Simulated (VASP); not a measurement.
# Ga2Si3Au in VASP: further runs

The runs below take Ga2Si3Au through single point, with PBE.

All numbers are computed with VASP 6.6.1; they aren't measurements. Logs are shortened: lines on timing, memory, paths and dates and some standing lists are left out, and cuts for length are marked.

## (1) The cell of the first run

The cell holds an amorphous packing of atoms, 24 atoms: a = 7.308 Å, b = 7.384 Å, c = 7.753 Å, α = 90.84°, β = 91.27°, γ = 90.68°.

## (2) Single point, PBE

File INCAR:

```
ALGO = Normal
EDIFF = 1E-7
ENCUT = 520
GGA = PE
ISIF = 2
ISMEAR = -1
ISYM = 0
LASPH = True
LCHARG = False
LREAL = Auto
LWAVE = False
NBANDS = 116
NELM = 80
PREC = Accurate
SIGMA = 0.0586
```

File KPOINTS:

```
Automatic mesh
0
Gamma
  1 1 1
  0.25 0.25 0.25
```

File POSCAR:

```
Ga2Si3Au
1.0
    7.3073390000     -0.0440410000     -0.0833530000
   -0.0440410000      7.3836060000     -0.0558830000
   -0.0833530000     -0.0558830000      7.7526330000
Si Ga Au
12 8 4
Direct
    0.1568355382      0.5937237804      0.8295952844
    0.5952399318      0.3874110000      0.5319904506
    0.8784860552      0.0360663153      0.1125576229
    0.1960049092      0.6359211760      0.4645269266
    0.1405287535     -0.0604612173      0.4893646764
    0.6844710015      0.0277746356      0.8056149235
    0.1973168400      0.3214806541      0.5598564067
    0.8133614066      0.7222037220      0.1670720159
    0.7851764820      0.3699513974      0.8131524876
    0.0836839344      0.2888606412      0.9232081160
    0.5126026712      0.6319175255      0.2323157071
    0.8342430568      0.7129777738      0.8494903600
    0.4916234105      0.6328460393      0.8718792211
    0.3974599824      0.3136701322      0.2167946438
    0.2062913802      0.8801193559      0.1499611442
    0.1070701637      0.9453104053      0.8241523107
    0.8474930743      0.5990784193      0.5093779609
    0.5136225694      0.7806193389      0.5329739371
    0.4539257965      0.0883196624      0.4472423297
    0.8643122477      0.1588117030      0.5565890831
    0.7636606533      0.3189626991      0.1356140551
    0.5090247839      0.9883644666      0.0915635390
    0.0993611183      0.5289924052      0.1564793187
    0.4078857137      0.2759198976      0.8457691380
```

Potentials or basis: VASP PAW PBE potentials, release 64 (Si, Ga_d, Au).

Launch:

```
cat potpaw_PBE.64/Si/POTCAR potpaw_PBE.64/Ga_d/POTCAR potpaw_PBE.64/Au/POTCAR > POTCAR
mpirun -np 1 vasp_std > vasp.out
```

OUTCAR:

```text
EDIFF = 1E-7
   ENCUT = 520
   GGA = PE
   ISIF = 2
   ISMEAR = -1
   ISYM = 0
   LASPH = True
   LREAL = Auto
   NELM = 80
   PREC = Accurate

 ion  position               nearest neighbor table
   1  0.157  0.594  0.830-  10 2.43  13 2.47  12 2.53  16 2.63  23 2.63   4 2.87   7 2.90  24 3.00

   2  0.595  0.387  0.532-  17 2.41  19 2.50   9 2.56  20 2.61  14 2.85  24 2.94   7 2.96  18 2.97
                            11 3.02  21 3.37
   3  0.878  0.036  0.113-  21 2.27   8 2.41  15 2.68  22 2.72   6 2.74  10 2.83  16 2.90  12 3.12

   4  0.196  0.636  0.465-   5 2.29   7 2.45  18 2.58  23 2.59  17 2.59   1 2.87  11 2.96
   5  0.141  0.940  0.489-   4 2.29  19 2.56  16 2.61  20 2.66  15 2.72   7 2.89  18 3.00
   6  0.684  0.028  0.806-  20 2.56  22 2.60  12 2.60   9 2.62   3 2.74  24 2.76  18 3.01  21 3.35

   7  0.197  0.321  0.560-   4 2.45  24 2.70  20 2.70  19 2.71   5 2.89   1 2.90   2 2.96  10 2.97

   8  0.813  0.722  0.167-  11 2.36   3 2.41  12 2.47  23 2.55  17 2.82  21 3.00  22 3.04
   9  0.785  0.370  0.813-  10 2.41  21 2.54   2 2.56  12 2.56  20 2.59   6 2.62  24 2.85  13 2.95
                            17 2.96
  10  0.084  0.289  0.923-   9 2.41   1 2.43  24 2.46  23 2.51  16 2.65   3 2.83  21 2.90   7 2.97

  11  0.513  0.632  0.232-   8 2.36  14 2.49  18 2.56  13 2.80  22 2.86   4 2.96  15 2.97   2 3.02
                            21 3.06  23 3.15
  12  0.834  0.713  0.849-   8 2.47   1 2.53   9 2.56  13 2.58   6 2.60  16 2.63  17 2.76   3 3.12
                            23 3.35
  13  0.492  0.633  0.872-   1 2.47  12 2.58  24 2.70  11 2.80  18 2.87   9 2.95  22 3.11
  14  0.397  0.314  0.217-  11 2.49  19 2.49  22 2.72  23 2.75  21 2.76   2 2.85  24 2.89
  15  0.206  0.880  0.150-  22 2.40  16 2.66   3 2.68  23 2.70   5 2.72  11 2.97
  16  0.107  0.945  0.824-   5 2.61   1 2.63  12 2.63  10 2.65  15 2.66   3 2.90
  17  0.847  0.599  0.509-   2 2.41   4 2.59  12 2.76  18 2.81   8 2.82   9 2.96
  18  0.514  0.781  0.533-  19 2.42  11 2.56   4 2.58  17 2.81  13 2.87   2 2.97   5 3.00   6 3.01

  19  0.454  0.088  0.447-  18 2.42  14 2.49   2 2.50   5 2.56   7 2.71  22 2.88
  20  0.864  0.159  0.557-   6 2.56   9 2.59   2 2.61   5 2.66   7 2.70
  21  0.764  0.319  0.136-   3 2.27   9 2.54  14 2.76  23 2.89  10 2.90   8 3.00  22 3.06  11 3.06
                             6 3.35   2 3.37  24 3.41
  22  0.509  0.988  0.092-  15 2.40   6 2.60  14 2.72   3 2.72  11 2.86  19 2.88  24 2.96   8 3.04
                            21 3.06  13 3.11
  23  0.099  0.529  0.156-  10 2.51   8 2.55   4 2.59   1 2.63  15 2.70  14 2.75  21 2.89  11 3.15
                            12 3.35
  24  0.408  0.276  0.846-  10 2.46   7 2.70  13 2.70   6 2.76   9 2.85  14 2.89   2 2.94  22 2.96
                             1 3.00  21 3.41

IMPORTANT INFORMATION: All symmetrisations will be switched off!
NOSYMM: (Re-)initialisation of all symmetry stuff for point group C_1.

----------------------------------------------------------------------------------------

                                     Primitive cell

  volume of cell :     418.2000

  direct lattice vectors                    reciprocal lattice vectors
     7.307339000 -0.044041000 -0.083353000     0.136870563  0.000827575  0.001477539
    -0.044041000  7.383606000 -0.055883000     0.000827575  0.135447572  0.000985239
    -0.083353000 -0.055883000  7.752633000     0.001477539  0.000985239  0.129011423

  length of vectors
     7.307947085  7.383948814  7.753282470     0.136881040  0.135453683  0.129023645

  position of ions in fractional coordinates (direct lattice)
     0.156835538  0.593723780  0.829595284
     0.595239932  0.387411000  0.531990451
     0.878486055  0.036066315  0.112557623
     0.196004909  0.635921176  0.464526927
     0.140528753  0.939538783  0.489364676
     0.684471002  0.027774636  0.805614924
[... 16 lines left out ...]
     0.099361118  0.528992405  0.156479319
     0.407885714  0.275919898  0.845769138

  ion indices of the primitive-cell ions
   primitive index   ion index
                 1           1
                 2           2
                 3           3
                 4           4
                 5           5
                 6           6
[... 16 lines left out ...]
                23          23
                24          24

----------------------------------------------------------------------------------------

 KPOINTS: Automatic mesh

Automatic generation of k-mesh.
 Grid dimensions read from file:
 generate k-points for:    1    1    1

 Generating k-lattice:

  Cartesian coordinates                     Fractional coordinates (reciprocal lattice)
     0.136870563  0.000827575  0.001477539     1.000000000  0.000000000  0.000000000
     0.000827575  0.135447572  0.000985239    -0.000000000  1.000000000  0.000000000
     0.001477539  0.000985239  0.129011423     0.000000000  0.000000000  1.000000000

  Length of vectors
     0.136881040  0.135453683  0.129023645

  Shift w.r.t. Gamma in fractional coordinates (k-lattice)
     0.250000000  0.250000000  0.250000000

 Subroutine IBZKPT returns following result:
 ===========================================

 Found      1 irreducible k-points:

 Following reciprocal coordinates:
            Coordinates               Weight
  0.250000  0.250000  0.250000      2.000000
   k-points           NKPTS =      1   k-points in BZ     NKDIM =      1   number of bands    NBANDS=    116
   number of dos      NEDOS =    301   number of ions     NIONS =     24
   total plane-waves  NPLWV = 181440
   dimension x,y,z NGX =    54 NGY =   56 NGZ =   60
   dimension x,y,z NGXF=   108 NGYF=  112 NGZF=  120
   ions per type =              12   8   4
   NGX,Y,Z   is equivalent  to a cutoff of  12.28, 12.61, 12.87 a.u.
   NGXF,Y,Z  is equivalent  to a cutoff of  24.57, 25.22, 25.73 a.u.
 SYSTEM =  unknown system
   PREC   = accura    normal or accurate (medium, high low for compatibility)
   ISTART =      0    job   : 0-new  1-cont  2-samecut
   ICHARG =      2    charge: 1-file 2-atom 10-const
   ISPIN  =      1    spin polarized calculation?
   LNONCOLLINEAR =      F non collinear calculations
   LSORBIT =      F    spin-orbit coupling
   LASPH  =      T    aspherical Exc in radial PAW
   ENCUT  =  520.0 eV  38.22 Ry    6.18 a.u.  13.59 13.73 14.42*2*pi/ulx,y,z
   NELM   =     80;   NELMIN=  2; NELMDL= -5     # of ELM steps
   EDIFF  = 0.1E-06   stopping-criterion for ELM
   LREAL  =      T    real-space projection
   EDIFFG = 0.1E-05   stopping-criterion for IOM
   NSW    =      0    number of steps for IOM
   IBRION =     -1    ionic relax: 0-MD 1-quasi-New 2-CG
   NFREE  =      0    steps in history (QN), initial steepest desc. (CG)
   ISIF   =      2    stress and relaxation
   ISYM   =      0    0-nonsym 1-usesym 2-fastsym
   POTIM  = 0.5000    time-step for ionic-motion
   TEBEG  =    0.0;   TEEND  =   0.0 temperature during run
   PSTRESS=    0.0 pullay stress
   NELECT =     196.0000    total number of electrons
   NUPDOWN=      -1.0000    fix difference up-down
   EMIN   =  10.00;   EMAX   =-10.00  energy-range for DOS
   EFERMI =   0.00;   METHOD = LEGACY
   ISMEAR =    -1;   SIGMA  =   0.06  broadening in eV -4-tet -1-fermi 0-gaus
   EFERMI_NEDOS =   21; number of points for ismear=-14 and -15
   IALGO  =     38    algorithm
   IMIX   =      4    mixing-type and parameters
     AMIX     =   0.40;   BMIX     =  1.00
     AMIX_MAG =   1.60;   BMIX_MAG =  1.00
  volume/ion in A,a.u.               =      17.42       117.59
  Fermi-wavevector in a.u.,A,eV,Ry     =   1.271644  2.403059 22.001686  1.617078
  Thomas-Fermi vector in A             =   2.404566
   LORBIT       =      0    0 simple, 1 ext, 2 COOP (PROOUT), +10 PAW based schemes
   GGA     = PE    functional components
   LHFCALC =     F    Hartree Fock is set to
   AEXX    =    0.0000 exact exchange contribution
   IVDW    =     0    specifies the selected vdW correction
   LEPSILON=     F    determine dielectric tensor
   LRPA    =     F    only Hartree local field effects (RPA)
 non-spin polarized calculation
  energy-cutoff  :      520.00
  volume of cell :      418.20
 maximum number of plane-waves:     11241
 NGX is ok and might be reduce to    54
   NGX = 27   NGY = 27   NGZ = 29

 number of electron     195.9999987 magnetization

 Free energy of the ion-electron system (eV)
  ---------------------------------------------------
  ext. energy  EPLUGINS =         0.00000000
  ---------------------------------------------------
  free energy    TOTEN  =       -94.66917016 eV

  energy without entropy =      -94.62178635  energy(sigma->0) =      -94.64547825

 E-fermi :   7.5998     XC(G=0): -10.9907

 val. band max:        7.4270209557   @ k =   0.2500   0.2500   0.2500
 cond. band min:       7.7748827456   @ k =   0.2500   0.2500   0.2500
 fundamental gap:      0.3478617899
 Fermi energy:         7.5998293087

 k-point     1 :       0.2500    0.2500    0.2500
  band No.  band energies     occupation
      1      -7.7429      2.00000
      2      -7.6293      2.00000
      3      -7.5729      2.00000
      4      -7.5435      2.00000
      5      -7.5203      2.00000
      6      -7.5088      2.00000
[... 102 lines left out ...]
    109       9.5164      0.00000
    110       9.7305      0.00000
 [bands above 110 left out]

------------------------ aborting loop because EDIFF is reached ----------------------------------------

  FORCE on cell =-STRESS in cart. coord.  units (eV):
  Direction    XX          YY          ZZ          XY          YZ          ZX
  --------------------------------------------------------------------------------------
  -------------------------------------------------------------------------------------
  Total       18.1370499     14.8027851      3.4959135     11.7541943     10.1603586      7.5859894
  in kB       69.4853482     56.7113551     13.3932901     45.0318156     38.9256280     29.0628915
  external PRESSURE =      46.5299978 kB  Pullay stress =       0.0000000 kB

 VOLUME and BASIS-vectors are now :
 -----------------------------------------------------------------------------
  energy-cutoff  :      520.00
  volume of cell :      418.20
      direct lattice vectors                 reciprocal lattice vectors
     7.307339000 -0.044041000 -0.083353000     0.136870563  0.000827575  0.001477539
    -0.044041000  7.383606000 -0.055883000     0.000827575  0.135447572  0.000985239
    -0.083353000 -0.055883000  7.752633000     0.001477539  0.000985239  0.129011423

 POSITION                                       TOTAL-FORCE (eV/Angst)
 -----------------------------------------------------------------------------------
      1.05075      4.33056      6.38530        -0.023495      0.240954     -0.020489
      4.28822      2.80455      4.05306        -0.787301     -0.080592      0.225754
      6.40842      0.22132      0.79738         0.864922     -1.482440     -0.302365
      1.36555      4.66080      3.54943        -0.468890     -1.087088      0.077814
      0.94472      6.90365      3.72965        -0.621655      0.691777     -0.138220
      4.93329      0.12991      6.18703        -0.273454     -0.632955      0.027353
[... 16 lines left out ...]
      0.68972      3.89275      1.17528         0.486377      0.286956      0.638443
      2.89791      1.97206      6.50752         0.593641     -0.536096     -0.927911
 -----------------------------------------------------------------------------------
    total drift:                               -0.002371     -0.002452     -0.004405

  FREE ENERGIE OF THE ION-ELECTRON SYSTEM (eV)
  ---------------------------------------------------
  free  energy   TOTEN  =       -94.6691701574 eV

  energy  without entropy=      -94.6217863477  energy(sigma->0) =      -94.64547825
```

Run time: 1.7 min. Hardware: 1 thread of Intel Xeon Platinum 8559C (Emerald Rapids), shared host; peak memory 0.43 GiB.

What came out:

- Free energy: -94.6692 eV
- Pressure: 4.7 GPa
- Largest force: 1.939 eV/Å
- Band gap on the k mesh: 0.35 eV

Forces on the atoms (eV/Å):
```
Si  -0.023  0.241 -0.020
Si  -0.787 -0.081  0.226
Si   0.865 -1.482 -0.302
Si  -0.469 -1.087  0.078
Si  -0.622  0.692 -0.138
Si  -0.273 -0.633  0.027
Si  -0.143  0.283  0.418
Si   0.494  0.056 -0.200
Si  -0.747  0.129 -0.270
Si   0.178 -0.391  0.419
Si   0.362  0.231 -0.035
Si  -0.753  0.163 -0.030
Ga   0.141  0.640 -0.290
Ga  -0.556  0.183 -0.742
Ga  -1.245 -0.551  0.634
Ga   0.292  0.250 -0.227
Ga   0.846  0.862 -0.088
Ga   0.205 -0.717  0.813
Ga   0.484 -0.181 -0.020
Ga   0.483 -0.424 -0.962
Au  -0.639  1.542  0.986
Au   0.827  0.525  0.012
Au   0.486  0.287  0.638
Au   0.594 -0.536 -0.928
```

Levels at points of the mesh, in eV from the valence-band top:
| k point | band 95 | band 96 | band 97 | band 98 | band 99 | band 100 | band 101 | band 102 |
| --- | --- | --- | --- | --- | --- | --- | --- | --- |
| (0.25, 0.25, 0.25) | -0.77 | -0.59 | -0.44 | 0.00 | 0.35 | 0.54 | 0.78 | 1.00 |

Caveat: the k points lie up to 0.86 Å⁻¹ apart; spin-orbit coupling is left out, which moves the levels of the heavy elements.

## (3) Single point, PBE

File INCAR:

```
ALGO = Normal ; EDIFF = 1E-6
ENCUT = 520 ; GGA = PE
ISIF = 2 ; ISMEAR = -1
ISYM = 0 ; LASPH = True
LCHARG = False ; LREAL = Auto
LWAVE = False ; NBANDS = 116
NELM = 80 ; PREC = Accurate
SIGMA = 0.0586
```

KPOINTS is that of step 2.

File POSCAR:

```
Ga2Si3Au
1.0
    7.3073390000     -0.0440410000     -0.0833530000
   -0.0440410000      7.3836060000     -0.0558830000
   -0.0833530000     -0.0558830000      7.7526330000
Si Ga Au
12 8 4
Direct
    0.1805644930      0.5581339447      0.8253834267
    0.5806412078      0.4160372708      0.5736139706
    0.8713859056      0.0169893607      0.0616652492
    0.2193798035      0.6378552621      0.4401738391
    0.1121736451     -0.0526418807      0.4772623989
    0.6641678864     -0.0047798469      0.7802887450
    0.1778480802      0.3261645310      0.5664295245
    0.8619213039      0.7317534197      0.1688002389
    0.7903167981      0.3273342505      0.8007586192
    0.0876502650      0.2638591565      0.9569251058
    0.5608215056      0.6510182315      0.2462462762
    0.8449493665      0.6678813718      0.8567093630
    0.4990793616      0.6398792564      0.8746195176
    0.3928049646      0.3182636989      0.2215563412
    0.1953638210      0.9111815306      0.1787376905
    0.1117812728      0.9298674295      0.8002035032
    0.8783348398      0.6271791078      0.4998600468
    0.5045497701      0.7609859288      0.5661899530
    0.4903551456      0.0713791383      0.4366569981
    0.8783876531      0.1719693039      0.5156221643
    0.7601578031      0.3228411146      0.1552615432
    0.5184378226      0.9991269481      0.0772902005
    0.1044268453      0.5075495070      0.1705442112
    0.4102431946      0.2527193047      0.8182319109
```

Potentials or basis: VASP PAW PBE potentials, release 64 (Si, Ga_d, Au).

Launch:

```
cat potpaw_PBE.64/Si/POTCAR potpaw_PBE.64/Ga_d/POTCAR potpaw_PBE.64/Au/POTCAR > POTCAR
mpirun -np 1 vasp_std > vasp.out
```

Run time: 79 s. Hardware: 1 thread of Intel Xeon Platinum 8559C (Emerald Rapids), shared host; peak memory 0.43 GiB.

The run converged. Its results:

```yaml
Free_energy: -95.2695 eV
Pressure: 3.9 GPa
Largest_force: 1.311 eV/Å
Band_gap_on_the_k_mesh: 0.53 eV
```

Forces on the atoms (eV/Å):
```
Si  -0.773  0.371  0.253
Si  -0.272 -0.600 -0.908
Si   0.005  0.715 -0.209
Si  -0.124 -0.740  0.272
Si   0.434 -0.403  0.173
Si   0.182 -0.189 -0.267
Si   0.679  0.652  0.114
Si  -0.419 -0.185  0.186
Si   0.338  0.216  0.064
Si  -0.250 -0.726 -0.238
Si  -0.197  0.006  0.065
Si   0.005  0.408 -0.300
Ga   0.028  0.237  0.792
Ga   0.325  0.249 -0.041
Ga   0.601 -0.491 -0.971
Ga   0.374 -0.091  0.440
Ga  -0.315  0.246  0.460
Ga   0.446  0.128 -0.070
Ga   0.275  0.334  0.149
Ga  -1.236  0.184 -0.396
Au  -0.284 -0.088  0.332
Au  -0.370 -0.379  0.628
Au   0.527  0.451 -0.426
Au   0.023 -0.304 -0.104
```

Stress tensor (GPa, compression positive):
```
5.35 3.49 3.32
3.49 2.97 4.35
3.32 4.35 3.52
```

Levels at points of the mesh, in eV from the valence-band top:
| k point | band 96 | band 97 | band 98 | band 99 | band 100 | band 101 |
| --- | --- | --- | --- | --- | --- | --- |
| (0.25, 0.25, 0.25) | -0.47 | -0.18 | 0.00 | 0.53 | 0.79 | 0.89 |

Caveat: the k points lie up to 0.86 Å⁻¹ apart; spin-orbit coupling is left out, which moves the levels of the heavy elements.

(Continued in part 2 of 2.)
